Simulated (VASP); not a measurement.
# V in VASP: notebook

Runs on V. Level: PBE. Tasks: single point.

All numbers are computed with VASP 6.6.1; they aren't measurements. Logs are shortened: lines on timing, memory, paths and dates and some standing lists are left out, and cuts for length are marked.

**1. The cell of the first run**

The cell holds a sheet with vacuum, 1 atom: a = 2.296 Å, b = 2.296 Å, c = 23.800 Å, α = 90.00°, β = 90.00°, γ = 90.00°.

**2. Single point, PBE, collinear spin, ferromagnetic start**

INCAR

```
ALGO = Normal ; DIPOL = 0.5 0.5 0.294
EDIFF = 1E-7 ; ENCUT = 520
GGA = PE ; IDIPOL = 3
ISIF = 2 ; ISMEAR = 0
ISPIN = 2 ; LASPH = True
LCHARG = False ; LDIPOL = True
LMAXMIX = 4 ; LORBIT = 11
LREAL = False ; LWAVE = False
MAGMOM = 0.15 ; NBANDS = 16
NELM = 150 ; PREC = Accurate
SIGMA = 0.1
```

KPOINTS

```
k-points
0
Gamma
  24 24 1
```

POSCAR

```
V
1.0
    2.2955152070      0.0000000000      0.0000000000
    0.0000000000      2.2955152070      0.0000000000
    0.0000000000      0.0000000000     23.8000000000
V
1
Direct
    0.5000000000      0.5000000000      0.2941176471
```

Potentials or basis: VASP PAW PBE potentials, release 64 (V_sv).

Launch:

```sh
$ cat potpaw_PBE.64/V_sv/POTCAR > POTCAR
$ mpirun -np 1 vasp_std > vasp.out
```

OUTCAR:

```text
EDIFF = 1E-7
   ENCUT = 520
   GGA = PE
   ISIF = 2
   ISMEAR = 0
   ISPIN = 2
   LASPH = True
   LORBIT = 11
   LREAL = False
   NELM = 150
   PREC = Accurate

 ion  position               nearest neighbor table
   1  0.500  0.500  0.294-

  LATTYP: Found a simple tetragonal cell.
 ALAT       =     2.2955152070
 C/A-ratio  =    10.3680428374

  Lattice vectors:

 A1 = (   2.2955152070,   0.0000000000,   0.0000000000)
 A2 = (   0.0000000000,   2.2955152070,   0.0000000000)
 A3 = (   0.0000000000,   0.0000000000,  23.8000000000)

Analysis of symmetry for initial positions (statically):
=====================================================================
 Subroutine PRICEL returns:
 Original cell was already a primitive cell.

 Routine SETGRP: Setting up the symmetry group for a
 simple tetragonal supercell.

 Subroutine GETGRP returns: Found 16 space group operations
 (whereof  8 operations were pure point group operations)
 out of a pool of 16 trial point group operations.

The static configuration has the point symmetry C_4v.
 The point group associated with its full space group is D_4h.

Analysis of symmetry for dynamics (positions and initial velocities):
=====================================================================
 Subroutine PRICEL returns:
 Original cell was already a primitive cell.

 Routine SETGRP: Setting up the symmetry group for a
 simple tetragonal supercell.

 Subroutine GETGRP returns: Found 16 space group operations
 (whereof  8 operations were pure point group operations)
 out of a pool of 16 trial point group operations.

The dynamic configuration has the point symmetry C_4v.
 The point group associated with its full space group is D_4h.

Analysis of structural, dynamic, and magnetic symmetry:
=====================================================================
 Subroutine PRICEL returns:
 Original cell was already a primitive cell.

 Routine SETGRP: Setting up the symmetry group for a
 simple tetragonal supercell.

 Subroutine GETGRP returns: Found 16 space group operations
 (whereof  8 operations were pure point group operations)
 out of a pool of 16 trial point group operations.

The overall configuration has the point symmetry C_4v.
 The point group associated with its full space group is D_4h.

 Subroutine INISYM returns: Found 16 space group operations
 (whereof  8 operations are pure point group operations),
 and found     1 'primitive' translations

----------------------------------------------------------------------------------------

                                     Primitive cell

  volume of cell :     125.4115

  direct lattice vectors                    reciprocal lattice vectors
     2.295515207  0.000000000  0.000000000     0.435632052  0.000000000  0.000000000
     0.000000000  2.295515207  0.000000000     0.000000000  0.435632052  0.000000000
     0.000000000  0.000000000 23.800000000     0.000000000  0.000000000  0.042016807

  length of vectors
     2.295515207  2.295515207 23.800000000     0.435632052  0.435632052  0.042016807

  position of ions in fractional coordinates (direct lattice)
     0.500000000  0.500000000  0.294117647

  ion indices of the primitive-cell ions
   primitive index   ion index
                 1           1

----------------------------------------------------------------------------------------

 KPOINTS: k-points

Automatic generation of k-mesh.
 Grid dimensions read from file:
 generate k-points for:   24   24    1

 Generating k-lattice:

  Cartesian coordinates                     Fractional coordinates (reciprocal lattice)
     0.018151335  0.000000000  0.000000000     0.041666667  0.000000000  0.000000000
     0.000000000  0.018151335  0.000000000     0.000000000  0.041666667  0.000000000
     0.000000000  0.000000000  0.042016807     0.000000000  0.000000000  1.000000000

  Length of vectors
     0.018151335  0.018151335  0.042016807

  Shift w.r.t. Gamma in fractional coordinates (k-lattice)
     0.000000000  0.000000000  0.000000000

 Subroutine IBZKPT returns following result:
 ===========================================

 Found     91 irreducible k-points:

 Following reciprocal coordinates:
            Coordinates               Weight
  0.000000  0.000000  0.000000      1.000000
  0.041667  0.000000  0.000000      4.000000
  0.083333  0.000000  0.000000      4.000000
  0.125000  0.000000  0.000000      4.000000
  0.166667  0.000000  0.000000      4.000000
  0.208333  0.000000  0.000000      4.000000
[... 16 lines left out ...]
  0.416667  0.041667  0.000000      8.000000
  0.458333  0.041667  0.000000      8.000000
 [... further k-points ...]
   k-points           NKPTS =     91   k-points in BZ     NKDIM =     91   number of bands    NBANDS=     16
   number of dos      NEDOS =    301   number of ions     NIONS =      1
   total plane-waves  NPLWV =  58320
   dimension x,y,z NGX =    18 NGY =   18 NGZ =  180
   dimension x,y,z NGXF=    36 NGYF=   36 NGZF=  360
   ions per type =               1
   NGX,Y,Z   is equivalent  to a cutoff of  13.04, 13.04, 12.57 a.u.
   NGXF,Y,Z  is equivalent  to a cutoff of  26.07, 26.07, 25.15 a.u.
 SYSTEM =  unknown system
   PREC   = accura    normal or accurate (medium, high low for compatibility)
   ISTART =      0    job   : 0-new  1-cont  2-samecut
   ICHARG =      2    charge: 1-file 2-atom 10-const
   ISPIN  =      2    spin polarized calculation?
   LNONCOLLINEAR =      F non collinear calculations
   LSORBIT =      F    spin-orbit coupling
   LASPH  =      T    aspherical Exc in radial PAW
   ENCUT  =  520.0 eV  38.22 Ry    6.18 a.u.   4.27  4.27 44.25*2*pi/ulx,y,z
   NELM   =    150;   NELMIN=  2; NELMDL= -5     # of ELM steps
   EDIFF  = 0.1E-06   stopping-criterion for ELM
   LREAL  =      F    real-space projection
   EDIFFG = 0.1E-05   stopping-criterion for IOM
   NSW    =      0    number of steps for IOM
   IBRION =     -1    ionic relax: 0-MD 1-quasi-New 2-CG
   NFREE  =      0    steps in history (QN), initial steepest desc. (CG)
   ISIF   =      2    stress and relaxation
   ISYM   =      2    0-nonsym 1-usesym 2-fastsym
   POTIM  = 0.5000    time-step for ionic-motion
   TEBEG  =    0.0;   TEEND  =   0.0 temperature during run
   PSTRESS=    0.0 pullay stress
   NELECT =      13.0000    total number of electrons
   NUPDOWN=      -1.0000    fix difference up-down
   EMIN   =  10.00;   EMAX   =-10.00  energy-range for DOS
   EFERMI =   0.00;   METHOD = LEGACY
   ISMEAR =     0;   SIGMA  =   0.10  broadening in eV -4-tet -1-fermi 0-gaus
   EFERMI_NEDOS =   21; number of points for ismear=-14 and -15
   IALGO  =     38    algorithm
   IMIX   =      4    mixing-type and parameters
     AMIX     =   0.40;   BMIX     =  1.00
     AMIX_MAG =   1.60;   BMIX_MAG =  1.00
  volume/ion in A,a.u.               =     125.41       846.32
  Fermi-wavevector in a.u.,A,eV,Ry     =   0.769030  1.453257  8.046591  0.591408
  Thomas-Fermi vector in A             =   1.869931
   LORBIT       =     11    0 simple, 1 ext, 2 COOP (PROOUT), +10 PAW based schemes
   GGA     = PE    functional components
   LHFCALC =     F    Hartree Fock is set to
   AEXX    =    0.0000 exact exchange contribution
   IVDW    =     0    specifies the selected vdW correction
   LEPSILON=     F    determine dielectric tensor
   LRPA    =     F    only Hartree local field effects (RPA)
 spin polarized calculation
 Gauss-broadening in eV      SIGMA  =   0.10
  energy-cutoff  :      520.00
  volume of cell :      125.41
 maximum number of plane-waves:      3416
 NGX is ok and might be reduce to    18
   NGX =  9   NGY =  9   NGZ = 89

 dipolmoment           0.000000      0.000000      0.000036 electrons x Angstroem

 number of electron      12.9999993 magnetization      -0.0000083

 number of electron      12.9999993 magnetization       0.0000060

 dipolmoment           0.000000      0.000000     -0.000000 electrons x Angstroem

 Free energy of the ion-electron system (eV)
  ---------------------------------------------------
  ext. energy  EPLUGINS =         0.00000000
  ---------------------------------------------------
  free energy    TOTEN  =        -6.82278068 eV

  energy without entropy =       -6.81364103  energy(sigma->0) =       -6.81821086

 E-fermi :  -3.3055     XC(G=0):  -2.1755

 val. band max:       -3.3264800538   @ k =   0.1250   0.1250   0.0000
 cond. band min:      -3.2747494922   @ k =   0.2083   0.1250   0.0000
 fundamental gap:      0.0517305616
 Fermi energy:        -3.3055191126

 spin component 1

 k-point     1 :       0.0000    0.0000    0.0000
  band No.  band energies     occupation
      1     -67.2741      1.00000
      2     -41.0924      1.00000
      3     -40.1274      1.00000
      4     -40.1274      1.00000
      5      -7.6913      1.00000
      6      -5.6989      1.00000
[... 8 lines left out ...]
     15       2.6317      0.00000
     16       3.0346      0.00000
[... 419 lines left out ...]
 k-point    24 :       0.4583    0.0417    0.0000
  band No.  band energies     occupation
      1     -66.9622      1.00000
      2     -41.8110      1.00000
      3     -40.8690      1.00000
      4     -40.0002      1.00000
      5      -5.1507      1.00000
      6      -4.7108      1.00000
[... 8 lines left out ...]
     15       7.8680      0.00000
     16       7.9042      0.00000

 [... further k-points ...]

 spin component 2

 k-point     1 :       0.0000    0.0000    0.0000
  band No.  band energies     occupation
      1     -67.2741      1.00000
      2     -41.0924      1.00000
      3     -40.1274      1.00000
      4     -40.1274      1.00000
      5      -7.6913      1.00000
      6      -5.6989      1.00000
[... 8 lines left out ...]
     15       2.6710      0.00000
     16       3.0738      0.00000
[... 419 lines left out ...]
 k-point    24 :       0.4583    0.0417    0.0000
  band No.  band energies     occupation
      1     -66.9622      1.00000
      2     -41.8110      1.00000
      3     -40.8690      1.00000
      4     -40.0002      1.00000
      5      -5.1507      1.00000
      6      -4.7108      1.00000
[... 8 lines left out ...]
     15       7.9233      0.00000
     16       7.9285      0.00000

 [... further k-points ...]

------------------------ aborting loop because EDIFF is reached ----------------------------------------

 vacuum level on the upper side and lower side of the slab       (xc-potential included)        -0.017        -0.021

  FORCE on cell =-STRESS in cart. coord.  units (eV):
  Direction    XX          YY          ZZ          XY          YZ          ZX
  --------------------------------------------------------------------------------------
  -------------------------------------------------------------------------------------
  Total        0.0759083      0.0759083     -0.0069319      0.0000000      0.0000000      0.0000000
  in kB        0.9697563      0.9697563     -0.0885574      0.0000000      0.0000000      0.0000000
  external PRESSURE =       0.6169851 kB  Pullay stress =       0.0000000 kB

 VOLUME and BASIS-vectors are now :
 -----------------------------------------------------------------------------
  energy-cutoff  :      520.00
  volume of cell :      125.41
      direct lattice vectors                 reciprocal lattice vectors
     2.295515207  0.000000000  0.000000000     0.435632052  0.000000000  0.000000000
     0.000000000  2.295515207  0.000000000     0.000000000  0.435632052  0.000000000
     0.000000000  0.000000000 23.800000000     0.000000000  0.000000000  0.042016807

 POSITION                                       TOTAL-FORCE (eV/Angst)
 -----------------------------------------------------------------------------------
      1.14776      1.14776      7.00000         0.000000      0.000000     -0.000000
 -----------------------------------------------------------------------------------
    total drift:                                0.000000      0.000000     -0.000090

  FREE ENERGIE OF THE ION-ELECTRON SYSTEM (eV)
  ---------------------------------------------------
  free  energy   TOTEN  =        -6.8227806785 eV

  energy  without entropy=       -6.8136410331  energy(sigma->0) =       -6.81821086

 vacuum level on the upper side and lower side of the slab         1.680         1.679

 total charge

# of ion       s       p       d       tot
------------------------------------------
    1        2.349   6.126   3.298  11.773

 magnetization (x)

# of ion       s       p       d       tot
------------------------------------------
    1       -0.000   0.000   0.000   0.000
```

It took 5.3 min on 1 thread of Intel Xeon 6975P-C (Granite Rapids), shared host; peak memory 0.46 GiB.

Results:

- Free energy: -6.8228 eV
- Net moment: 0.00 μB per cell
- Valence electrons inside the program's atomic spheres: V 11.77

Levels at points of the mesh, in eV from the Fermi level:
Spin up:
```csv
k point,band 3,band 4,band 5,band 6,band 7,band 8,band 9,band 10
"(0.00, 0.00, 0.00)",-36.82,-36.82,-4.39,-2.39,-1.00,0.28,2.95,2.95
"(0.50, 0.00, 0.00)",-37.56,-36.66,-1.91,-1.46,1.52,1.92,2.70,3.35
"(0.50, 0.50, 0.00)",-38.26,-37.36,-3.74,-0.33,-0.33,2.57,5.87,10.47
```
Spin down:
| k point | band 3 | band 4 | band 5 | band 6 | band 7 | band 8 | band 9 | band 10 |
| --- | --- | --- | --- | --- | --- | --- | --- | --- |
| (0.00, 0.00, 0.00) | -36.82 | -36.82 | -4.39 | -2.39 | -1.00 | 0.28 | 2.95 | 2.95 |
| (0.50, 0.00, 0.00) | -37.56 | -36.66 | -1.91 | -1.46 | 1.52 | 1.92 | 2.70 | 3.35 |
| (0.50, 0.50, 0.00) | -38.26 | -37.36 | -3.74 | -0.33 | -0.33 | 2.57 | 5.87 | 10.47 |

[end of part 1 of 2]
